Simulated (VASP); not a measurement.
# ZnS (P6_3/mmc) in VASP: a series of runs, part 2 of 2

VASP 6.6.1. Earlier steps stand in the parts before.

### 3 Single point, r2SCAN

Input file POSCAR:

```
ZnS
1.0
    3.5895904811      0.0000000000      0.0000000000
   -1.7947952405      3.1086765458      0.0000000000
    0.0000000000      0.0000000000      5.8799973221
Zn S
2 2
Direct
    0.0000000000      0.0000000000      0.0000000000
    0.0000000000      0.0000000000      0.5000000000
    0.3333333333      0.6666666667      0.2500000000
    0.6666666667      0.3333333333      0.7500000000
```

Input file INCAR.step1:

```
  PREC = Accurate
  ENCUT = 520
  ISMEAR = 0
  SIGMA = 0.01
  LREAL = False
  LASPH = True
  NELM = 80
  NBANDS = 26
  GGA = PE
  ALGO = Normal
  EDIFF = 1E-4
  LWAVE = True
  LCHARG = False
```

Input file INCAR.step2:

```
  PREC = Accurate
  ENCUT = 520
  EDIFF = 1E-6
  ISMEAR = 0
  SIGMA = 0.01
  LREAL = False
  LASPH = True
  NELM = 80
  ALGO = Normal
  ISIF = 2
  LWAVE = False
  LCHARG = False
  METAGGA = R2SCAN
  LMIXTAU = True
  NBANDS = 26
  ISTART = 1
```

Input file KPOINTS:

```
regular mesh
0
Gamma
  12 12 4
```

Potentials or basis: VASP PAW PBE potentials, release 64 (Zn, S).

The run is started by

```sh
$ cat potpaw_PBE.64/Zn/POTCAR potpaw_PBE.64/S/POTCAR > POTCAR
$ cp INCAR.step1 INCAR
$ mpirun -np 1 vasp_std > vasp.out
$ cp INCAR.step2 INCAR
$ mpirun -np 1 vasp_std > vasp.out
```

OUTCAR:

```text
PREC = Accurate
   ENCUT = 520
   EDIFF = 1E-6
   ISMEAR = 0
   LREAL = False
   LASPH = True
   NELM = 80
   ISIF = 2
   METAGGA = R2SCAN
   ISTART = 1

 ion  position               nearest neighbor table
   1  0.000  0.000  0.000-   3 2.54   4 2.54   3 2.54   4 2.54   4 2.54   3 2.54   2 2.94   2 2.94

   2  0.000  0.000  0.500-   3 2.54   4 2.54   3 2.54   4 2.54   4 2.54   3 2.54   1 2.94   1 2.94

   3  0.333  0.667  0.250-   1 2.54   2 2.54   1 2.54   2 2.54   1 2.54   2 2.54
   4  0.667  0.333  0.750-   1 2.54   2 2.54   1 2.54   2 2.54   1 2.54   2 2.54

  LATTYP: Found a hexagonal cell.
 ALAT       =     3.5895904811
 C/A-ratio  =     1.6380691204

  Lattice vectors:

 A1 = (   3.5895904811,   0.0000000000,   0.0000000000)
 A2 = (  -1.7947952405,   3.1086765458,   0.0000000000)
 A3 = (   0.0000000000,   0.0000000000,   5.8799973221)

Analysis of symmetry for initial positions (statically):
=====================================================================
 Subroutine PRICEL returns:
 Original cell was already a primitive cell.

 Routine SETGRP: Setting up the symmetry group for a
 hexagonal supercell.

 Subroutine GETGRP returns: Found 24 space group operations
 (whereof 12 operations were pure point group operations)
 out of a pool of 24 trial point group operations.

The static configuration has the point symmetry D_3d.
 The point group associated with its full space group is D_6h.

Analysis of symmetry for dynamics (positions and initial velocities):
=====================================================================
 Subroutine PRICEL returns:
 Original cell was already a primitive cell.

 Routine SETGRP: Setting up the symmetry group for a
 hexagonal supercell.

[... 124 lines left out ...]
   ISMEAR =     0;   SIGMA  =   0.01  broadening in eV -4-tet -1-fermi 0-gaus
   EFERMI_NEDOS =   21; number of points for ismear=-14 and -15
   IALGO  =     38    algorithm
   IMIX   =      4    mixing-type and parameters
     AMIX     =   0.40;   BMIX     =  1.00
     AMIX_MAG =   1.60;   BMIX_MAG =  1.00
  volume/ion in A,a.u.               =      16.40       110.70
  Fermi-wavevector in a.u.,A,eV,Ry     =   1.340221  2.532651 24.438687  1.796193
  Thomas-Fermi vector in A             =   2.468551
   LORBIT       =      0    0 simple, 1 ext, 2 COOP (PROOUT), +10 PAW based schemes
   METAGGA = R2SCAN    functional components
   LHFCALC =     F    Hartree Fock is set to
   AEXX    =    0.0000 exact exchange contribution
   IVDW    =     0    specifies the selected vdW correction
   LEPSILON=     F    determine dielectric tensor
   LRPA    =     F    only Hartree local field effects (RPA)
 non-spin polarized calculation
 Gauss-broadening in eV      SIGMA  =   0.01
  energy-cutoff  :      520.00
  volume of cell :       65.61
 maximum number of plane-waves:      1786
 NGX is ok and might be reduce to    28
   NGX = 13   NGY = 13   NGZ = 21

 number of electron      36.0000027 magnetization

 Free energy of the ion-electron system (eV)
  ---------------------------------------------------
  ext. energy  EPLUGINS =         0.00000000
  ---------------------------------------------------
  free energy    TOTEN  =       -36.37257015 eV

  energy without entropy =      -36.37257015  energy(sigma->0) =      -36.37257015

 E-fermi :   3.7922     XC(G=0): -11.4736

 val. band max:        3.7098502601   @ k =   0.1667   0.0000   0.0000
 cond. band min:       4.5248517580   @ k =   0.3333   0.3333   0.0000
 fundamental gap:      0.8150014979
 Fermi energy:         3.7922337415

 k-point     1 :       0.0000    0.0000    0.0000
  band No.  band energies     occupation
      1     -10.7143      2.00000
      2      -9.0145      2.00000
      3      -3.6010      2.00000
      4      -3.2108      2.00000
      5      -3.2108      2.00000
      6      -3.0708      2.00000
[... 685 lines left out ...]
     25      13.8641      0.00000
     26      14.0818      0.00000

 [... further k-points ...]

------------------------ aborting loop because EDIFF is reached ----------------------------------------

  FORCE on cell =-STRESS in cart. coord.  units (eV):
  Direction    XX          YY          ZZ          XY          YZ          ZX
  --------------------------------------------------------------------------------------
  -------------------------------------------------------------------------------------
  Total        0.0856133      0.0856133      0.0177391      0.0000000      0.0000000      0.0000000
  in kB        2.0905193      2.0905193      0.4331568      0.0000000      0.0000000      0.0000000
  external PRESSURE =       1.5380651 kB  Pullay stress =       0.0000000 kB

 VOLUME and BASIS-vectors are now :
 -----------------------------------------------------------------------------
  energy-cutoff  :      520.00
  volume of cell :       65.61
      direct lattice vectors                 reciprocal lattice vectors
     3.589590481  0.000000000  0.000000000     0.278583311  0.160840149  0.000000000
    -1.794795241  3.108676546  0.000000000     0.000000000  0.321680299  0.000000000
     0.000000000  0.000000000  5.879997322     0.000000000  0.000000000  0.170068105

 POSITION                                       TOTAL-FORCE (eV/Angst)
 -----------------------------------------------------------------------------------
      0.00000      0.00000      0.00000         0.000000     -0.000000      0.000000
      0.00000      0.00000      2.94000         0.000000     -0.000000      0.000000
     -0.00000      2.07245      1.47000         0.000000      0.000000      0.000000
      1.79480      1.03623      4.41000        -0.000000     -0.000000     -0.000000
 -----------------------------------------------------------------------------------
    total drift:                               -0.000000     -0.000000      0.000000

  FREE ENERGIE OF THE ION-ELECTRON SYSTEM (eV)
  ---------------------------------------------------
  free  energy   TOTEN  =       -36.3725701464 eV

  energy  without entropy=      -36.3725701464  energy(sigma->0) =      -36.37257015
```

OUTCAR.step1:

```text
PREC = Accurate
   ENCUT = 520
   ISMEAR = 0
   LREAL = False
   LASPH = True
[... 929 lines left out ...]
      0.00000      0.00000      0.00000         0.000000      0.000000      0.000000
      0.00000      0.00000      2.94000         0.000000      0.000000      0.000000
     -0.00000      2.07245      1.47000         0.000000      0.000000     -0.000000
      1.79480      1.03623      4.41000        -0.000000      0.000000      0.000000
 -----------------------------------------------------------------------------------
    total drift:                               -0.000000     -0.000000      0.000000

  FREE ENERGIE OF THE ION-ELECTRON SYSTEM (eV)
  ---------------------------------------------------
  free  energy   TOTEN  =       -12.3353648772 eV

  energy  without entropy=      -12.3353648772  energy(sigma->0) =      -12.33536488
```

OSZICAR.step1:

```text
N       E                     dE             d eps       ncg     rms          rms(c)
DAV:   1     0.243066997148E+03    0.24307E+03   -0.17576E+04  2964   0.177E+03
DAV:   2     0.108403338184E+02   -0.23223E+03   -0.22239E+03  3022   0.361E+02
DAV:   3    -0.126788007438E+02   -0.23519E+02   -0.23158E+02  3502   0.111E+02
DAV:   4    -0.132709542639E+02   -0.59215E+00   -0.59048E+00  3434   0.170E+01
DAV:   5    -0.132791102652E+02   -0.81560E-02   -0.81529E-02  3510   0.210E+00    0.105E+01
DAV:   6    -0.123665244245E+02    0.91259E+00   -0.17176E+00  4300   0.355E+01    0.805E+00
DAV:   7    -0.123429660149E+02    0.23558E-01   -0.10372E+00  3272   0.638E+00    0.345E+00
DAV:   8    -0.123359204373E+02    0.70456E-02   -0.33289E-02  3602   0.189E+00    0.807E-01
DAV:   9    -0.123353096044E+02    0.61083E-03   -0.70654E-03  3884   0.153E+00    0.162E-01
DAV:  10    -0.123353648772E+02   -0.55273E-04   -0.59869E-04  3452   0.352E-01
   1 F= -.12335365E+02 E0= -.12335365E+02  d E =-.156016E-57
```

It took 8.8 min on 1 thread of Intel Xeon 8259CL, shared host; peak memory 0.24 GiB.

What came out:

| Quantity | Value |
| --- | --- |
| Free energy | -36.3726 eV |
| Pressure | 0.2 GPa |
| Band gap on the k mesh | 0.81 eV, indirect (least direct gap 2.38 eV) |

Caveat: the PAW data sets were made with another functional, which shifts forces and pressure a little.
